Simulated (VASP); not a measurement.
# Hf (Im-3m) in VASP: a series of runs

The runs below take Hf through single point, relaxation of cell and atoms, with PBEsol.

All numbers are computed with VASP 6.6.1; they aren't measurements. Logs are shortened: lines on timing, memory, paths and dates and some standing lists are left out, and cuts for length are marked.

## Step 1: The cell of the first run

It takes space group Im-3m (No. 229, cubic). Conventional cell: a = 3.372 Å, b = 3.372 Å, c = 3.372 Å, α = 90.00°, β = 90.00°, γ = 90.00°. Hf (site symmetry m-3m) has 14 Hf at 2.92 to 3.37 Å within 3.8 Å.

## Step 2: Single point, PBEsol (volume scaled by 0.9)

INCAR

```
PREC = Accurate
ENCUT = 520
EDIFF = 1E-6
ISMEAR = -1
SIGMA = 0.08
LREAL = False
LASPH = True
NELM = 60
ALGO = Normal
ISIF = 2
LWAVE = False
LCHARG = False
GGA = PS
NBANDS = 11
```

KPOINTS

```
Automatic mesh
0
Gamma
  15 15 15
```

POSCAR

```
Hf
1.0
   -1.6860236848      1.6860236848      1.6860236848
    1.6860236848     -1.6860236848      1.6860236848
    1.6860236848      1.6860236848     -1.6860236848
Hf
1
Direct
    0.0000000000      0.0000000000      0.0000000000
```

Potentials or basis: VASP PAW PBE potentials, release 64 (Hf_pv).

On the command line:

```
> cat potpaw_PBE.64/Hf_pv/POTCAR > POTCAR
> mpirun -np 1 vasp_std > vasp.out
```

OUTCAR:

```text
PREC = Accurate
   ENCUT = 520
   EDIFF = 1E-6
   ISMEAR = -1
   LREAL = False
   LASPH = True
   NELM = 60
   ISIF = 2
   GGA = PS

 ion  position               nearest neighbor table
   1  0.000  0.000  0.000-

  LATTYP: Found a body centered cubic cell.
 ALAT       =     3.3720473696

  Lattice vectors:

 A1 = (  -1.6860236848,   1.6860236848,   1.6860236848)
 A2 = (   1.6860236848,  -1.6860236848,   1.6860236848)
 A3 = (   1.6860236848,   1.6860236848,  -1.6860236848)

Analysis of symmetry for initial positions (statically):
=====================================================================
 Subroutine PRICEL returns:
 Original cell was already a primitive cell.

 Routine SETGRP: Setting up the symmetry group for a
 body centered cubic supercell.

 Subroutine GETGRP returns: Found 48 space group operations
 (whereof 48 operations were pure point group operations)
 out of a pool of 48 trial point group operations.

The static configuration has the point symmetry O_h .

Analysis of symmetry for dynamics (positions and initial velocities):
=====================================================================
 Subroutine PRICEL returns:
 Original cell was already a primitive cell.

 Routine SETGRP: Setting up the symmetry group for a
 body centered cubic supercell.

 Subroutine GETGRP returns: Found 48 space group operations
 (whereof 48 operations were pure point group operations)
 out of a pool of 48 trial point group operations.

The dynamic configuration has the point symmetry O_h .

 Subroutine INISYM returns: Found 48 space group operations
 (whereof 48 operations are pure point group operations),
 and found     1 'primitive' translations

----------------------------------------------------------------------------------------

                                     Primitive cell

  volume of cell :      19.1713

  direct lattice vectors                    reciprocal lattice vectors
    -1.686023685  1.686023685  1.686023685     0.000000000  0.296555739  0.296555739
     1.686023685 -1.686023685  1.686023685     0.296555739  0.000000000  0.296555739
     1.686023685  1.686023685 -1.686023685     0.296555739  0.296555739  0.000000000

  length of vectors
     2.920278685  2.920278685  2.920278685     0.419393148  0.419393148  0.419393148

  position of ions in fractional coordinates (direct lattice)
     0.000000000  0.000000000  0.000000000

  ion indices of the primitive-cell ions
   primitive index   ion index
                 1           1

----------------------------------------------------------------------------------------

 KPOINTS: Automatic mesh

Automatic generation of k-mesh.
 Grid dimensions read from file:
 generate k-points for:   15   15   15

 Generating k-lattice:

  Cartesian coordinates                     Fractional coordinates (reciprocal lattice)
     0.000000000  0.019770383  0.019770383     0.066666667  0.000000000  0.000000000
     0.019770383  0.000000000  0.019770383     0.000000000  0.066666667  0.000000000
     0.019770383  0.019770383  0.000000000     0.000000000  0.000000000  0.066666667

  Length of vectors
     0.027959543  0.027959543  0.027959543

  Shift w.r.t. Gamma in fractional coordinates (k-lattice)
     0.000000000  0.000000000  0.000000000

 Subroutine IBZKPT returns following result:
 ===========================================

 Found    120 irreducible k-points:

 Following reciprocal coordinates:
            Coordinates               Weight
  0.000000  0.000000  0.000000      1.000000
  0.066667  0.000000  0.000000     12.000000
  0.133333  0.000000  0.000000     12.000000
  0.200000  0.000000  0.000000     12.000000
  0.266667  0.000000  0.000000     12.000000
  0.333333  0.000000  0.000000     12.000000
[... 16 lines left out ...]
  0.333333  0.200000  0.000000     48.000000
  0.400000  0.200000  0.000000     24.000000
 [... further k-points ...]
   k-points           NKPTS =    120   k-points in BZ     NKDIM =    120   number of bands    NBANDS=     11
   number of dos      NEDOS =    301   number of ions     NIONS =      1
   total plane-waves  NPLWV =  13824
   dimension x,y,z NGX =    24 NGY =   24 NGZ =   24
   dimension x,y,z NGXF=    48 NGYF=   48 NGZF=   48
   ions per type =               1
   NGX,Y,Z   is equivalent  to a cutoff of  13.66, 13.66, 13.66 a.u.
   NGXF,Y,Z  is equivalent  to a cutoff of  27.33, 27.33, 27.33 a.u.
 SYSTEM =  unknown system
   PREC   = accura    normal or accurate (medium, high low for compatibility)
   ISTART =      0    job   : 0-new  1-cont  2-samecut
   ICHARG =      2    charge: 1-file 2-atom 10-const
   ISPIN  =      1    spin polarized calculation?
   LNONCOLLINEAR =      F non collinear calculations
   LSORBIT =      F    spin-orbit coupling
   LASPH  =      T    aspherical Exc in radial PAW
   ENCUT  =  520.0 eV  38.22 Ry    6.18 a.u.   5.43  5.43  5.43*2*pi/ulx,y,z
   NELM   =     60;   NELMIN=  2; NELMDL= -5     # of ELM steps
   EDIFF  = 0.1E-05   stopping-criterion for ELM
   LREAL  =      F    real-space projection
   EDIFFG = 0.1E-04   stopping-criterion for IOM
   NSW    =      0    number of steps for IOM
   IBRION =     -1    ionic relax: 0-MD 1-quasi-New 2-CG
   NFREE  =      0    steps in history (QN), initial steepest desc. (CG)
   ISIF   =      2    stress and relaxation
   ISYM   =      2    0-nonsym 1-usesym 2-fastsym
   POTIM  = 0.5000    time-step for ionic-motion
   TEBEG  =    0.0;   TEEND  =   0.0 temperature during run
   PSTRESS=    0.0 pullay stress
   NELECT =      10.0000    total number of electrons
   NUPDOWN=      -1.0000    fix difference up-down
   EMIN   =  10.00;   EMAX   =-10.00  energy-range for DOS
   EFERMI =   0.00;   METHOD = LEGACY
   ISMEAR =    -1;   SIGMA  =   0.08  broadening in eV -4-tet -1-fermi 0-gaus
   EFERMI_NEDOS =   21; number of points for ismear=-14 and -15
   IALGO  =     38    algorithm
   IMIX   =      4    mixing-type and parameters
     AMIX     =   0.40;   BMIX     =  1.00
     AMIX_MAG =   1.60;   BMIX_MAG =  1.00
  volume/ion in A,a.u.               =      19.17       129.37
  Fermi-wavevector in a.u.,A,eV,Ry     =   1.317825  2.490329 23.628740  1.736663
  Thomas-Fermi vector in A             =   2.447839
   LORBIT       =      0    0 simple, 1 ext, 2 COOP (PROOUT), +10 PAW based schemes
   GGA     = PS    functional components
   LHFCALC =     F    Hartree Fock is set to
   AEXX    =    0.0000 exact exchange contribution
   IVDW    =     0    specifies the selected vdW correction
   LEPSILON=     F    determine dielectric tensor
   LRPA    =     F    only Hartree local field effects (RPA)
 non-spin polarized calculation
  energy-cutoff  :      520.00
  volume of cell :       19.17
 maximum number of plane-waves:       537
 NGX is ok and might be reduce to    24
   NGX = 11   NGY = 11   NGZ = 11

 number of electron      10.0000000 magnetization

 number of electron       9.9999999 magnetization

 Free energy of the ion-electron system (eV)
  ---------------------------------------------------
  ext. energy  EPLUGINS =         0.00000000
  ---------------------------------------------------
  free energy    TOTEN  =       -10.27412398 eV

  energy without entropy =      -10.24073529  energy(sigma->0) =      -10.25742964

 E-fermi :   5.4735     XC(G=0): -12.1158

 val. band max:        5.4724102815   @ k =   0.1333   0.1333   0.0667
 cond. band min:       5.4869573745   @ k =  -0.4000   0.4000   0.1333
 fundamental gap:      0.0145470930
 Fermi energy:         5.4734868852

 k-point     1 :       0.0000    0.0000    0.0000
  band No.  band energies     occupation
      1     -23.6741      2.00000
      2     -23.6741      2.00000
      3     -23.6741      2.00000
      4      -2.0147      2.00000
      5       7.1112      0.00000
      6       7.1112      0.00000
      7       7.1112      0.00000
      8      10.3774      0.00000
      9      10.3774      0.00000
     10      19.3013      0.00000
     11      19.5811      0.00000

 k-point     2 :       0.0667    0.0000    0.0000
  band No.  band energies     occupation
      1     -23.7394      2.00000
      2     -23.6935      2.00000
      3     -23.6746      2.00000
      4      -1.8148      2.00000
      5       6.9670      0.00000
      6       7.0572      0.00000
      7       7.3089      0.00000
      8      10.1322      0.00000
      9      10.3711      0.00000
     10      19.3031      0.00000
     11      19.7833      0.00000

 k-point     3 :       0.1333    0.0000    0.0000
  band No.  band energies     occupation
      1     -23.9203      2.00000
      2     -23.7477      2.00000
      3     -23.6761      2.00000
      4      -1.2467      2.00000
      5       6.5886      0.00000
      6       6.8206      0.00000
      7       7.8941      0.00000
      8       9.7365      0.00000
      9      10.3745      0.00000
     10      19.3000      0.00000
     11      20.2677      0.00000

 k-point     4 :       0.2000    0.0000    0.0000
  band No.  band energies     occupation
      1     -24.1774      2.00000
      2     -23.8266      2.00000
      3     -23.6783      2.00000
      4      -0.4101      2.00000
      5       6.0936      0.00086
      6       6.3614      0.00003
      7       8.8422      0.00000
      8       9.6496      0.00000
      9      10.4361      0.00000
     10      19.2974      0.00000
     11      20.5375      0.00000

 k-point     5 :       0.2667    0.0000    0.0000
  band No.  band energies     occupation
      1     -24.4603      2.00000
      2     -23.9157      2.00000
      3     -23.6810      2.00000
      4       0.5064      2.00000
      5       5.5937      0.36420
      6       5.9521      0.00503
      7       9.8788      0.00000
      8      10.1089      0.00000
      9      10.5973      0.00000
     10      19.2905      0.00000
     11      19.8896      0.00000

 k-point     6 :       0.3333    0.0000    0.0000
  band No.  band energies     occupation
      1     -24.7198      2.00000
      2     -23.9996      2.00000
      3     -23.6835      2.00000
      4       1.2164      2.00000
      5       5.1666      1.95775
      6       5.9769      0.00369
      7      10.2014      0.00000
      8      10.8661      0.00000
      9      11.6152      0.00000
     10      18.6720      0.00000
     11      19.2577      0.00000

 k-point     7 :       0.4000    0.0000    0.0000
  band No.  band energies     occupation
      1     -24.9156      2.00000
      2     -24.0641      2.00000
      3     -23.6856      2.00000
      4       1.5343      2.00000
      5       4.8603      1.99906
      6       6.5466      0.00000
      7      10.3826      0.00000
      8      11.1924      0.00000
      9      13.1922      0.00000
     10      17.5390      0.00000
     11      18.7577      0.00000

 k-point     8 :       0.4667    0.0000    0.0000
  band No.  band energies     occupation
      1     -25.0205      2.00000
      2     -24.0991      2.00000
      3     -23.6867      2.00000
      4       1.6011      2.00000
      5       4.7013      1.99987
      6       7.2013      0.00000
      7      10.3320      0.00000
      8      11.4408      0.00000
      9      14.3979      0.00000
     10      16.8536      0.00000
     11      18.0563      0.00000
[... 141 lines left out ...]
 k-point    19 :       0.3333    0.1333    0.0000
  band No.  band energies     occupation
      1     -24.8685      2.00000
      2     -24.1317      2.00000
      3     -23.7631      2.00000
      4       2.1052      2.00000
      5       4.8777      1.99884
      6       5.9812      0.00350
      7      10.0331      0.00000
      8      11.4270      0.00000
      9      13.8355      0.00000
     10      17.7960      0.00000
     11      19.0132      0.00000

 k-point    20 :       0.4000    0.1333    0.0000
  band No.  band energies     occupation
      1     -24.9493      2.00000
      2     -24.1795      2.00000
      3     -23.7657      2.00000
      4       2.1757      2.00000
      5       4.7700      1.99970
      6       6.5029      0.00001
      7      10.0585      0.00000
      8      11.6552      0.00000
      9      14.9856      0.00000
     10      16.9892      0.00000
     11      18.1904      0.00000

 k-point    21 :       0.2000    0.2000    0.0000
  band No.  band energies     occupation
      1     -24.6698      2.00000
      2     -24.0472      2.00000
      3     -23.7843      2.00000
      4       1.8589      2.00000
      5       4.9805      1.99580
      6       5.5211      0.71070
      7       9.5117      0.00000
      8      11.3475      0.00000
      9      12.2717      0.00000
     10      18.9474      0.00000
     11      19.3778      0.00000

 k-point    22 :       0.2667    0.2000    0.0000
  band No.  band energies     occupation
      1     -24.7838      2.00000
      2     -24.1716      2.00000
      3     -23.8030      2.00000
      4       2.5131      2.00000
      5       4.7655      1.99971
      6       5.5490      0.56011
      7       9.8358      0.00000
      8      11.3622      0.00000
      9      13.8239      0.00000
     10      17.8430      0.00000
     11      19.3276      0.00000

 k-point    23 :       0.3333    0.2000    0.0000
  band No.  band energies     occupation
      1     -24.8501      2.00000
      2     -24.2686      2.00000
      3     -23.8121      2.00000
      4       2.7559      2.00000
      5       4.7593      1.99973
      6       5.8089      0.02975
      7      10.0843      0.00000
      8      11.4498      0.00000
      9      15.2342      0.00000
     10      16.5734      0.00000
     11      19.3159      0.00000

 k-point    24 :       0.4000    0.2000    0.0000
  band No.  band energies     occupation
      1     -24.8713      2.00000
      2     -24.3054      2.00000
      3     -23.8149      2.00000
      4       2.7871      2.00000
      5       4.7702      1.99970
      6       5.9945      0.00297
      7      10.0976      0.00000
      8      11.6404      0.00000
      9      15.8366      0.00000
     10      15.9938      0.00000
     11      19.0584      0.00000

 [... further k-points ...]
[... 5 lines left out ...]
  --------------------------------------------------------------------------------------
  -------------------------------------------------------------------------------------
  Total        1.5693116      1.5693116      1.5693116      0.0000000      0.0000000     -0.0000000
  in kB      131.1501421    131.1501421    131.1501421      0.0000000      0.0000000     -0.0000000
  external PRESSURE =     131.1501421 kB  Pullay stress =       0.0000000 kB

 VOLUME and BASIS-vectors are now :
 -----------------------------------------------------------------------------
  energy-cutoff  :      520.00
  volume of cell :       19.17
      direct lattice vectors                 reciprocal lattice vectors
    -1.686023685  1.686023685  1.686023685     0.000000000  0.296555739  0.296555739
     1.686023685 -1.686023685  1.686023685     0.296555739  0.000000000  0.296555739
     1.686023685  1.686023685 -1.686023685     0.296555739  0.296555739  0.000000000

 POSITION                                       TOTAL-FORCE (eV/Angst)
 -----------------------------------------------------------------------------------
      0.00000      0.00000      0.00000        -0.000000      0.000000      0.000000
 -----------------------------------------------------------------------------------
    total drift:                               -0.000000     -0.000000      0.000000

  FREE ENERGIE OF THE ION-ELECTRON SYSTEM (eV)
  ---------------------------------------------------
  free  energy   TOTEN  =       -10.2741239843 eV

  energy  without entropy=      -10.2407352918  energy(sigma->0) =      -10.25742964
```

Run time: 22 s. Hardware: 1 thread of AMD EPYC 7R13 (Zen 3), shared host; peak memory 0.12 GiB.

What came out:

| Quantity | Value |
| --- | --- |
| Free energy | -10.2741 eV |
| Pressure | 13.1 GPa |
| Band gap on the k mesh | zero (band 5 reaches 7.11 eV, above the bottom of band 6 at 4.61 eV) |

Caveat: the PAW data sets were made with another functional, which shifts forces and pressure a little; spin-orbit coupling is left out, which moves the levels of the heavy elements.

(Part 1 of 2 ends here.)
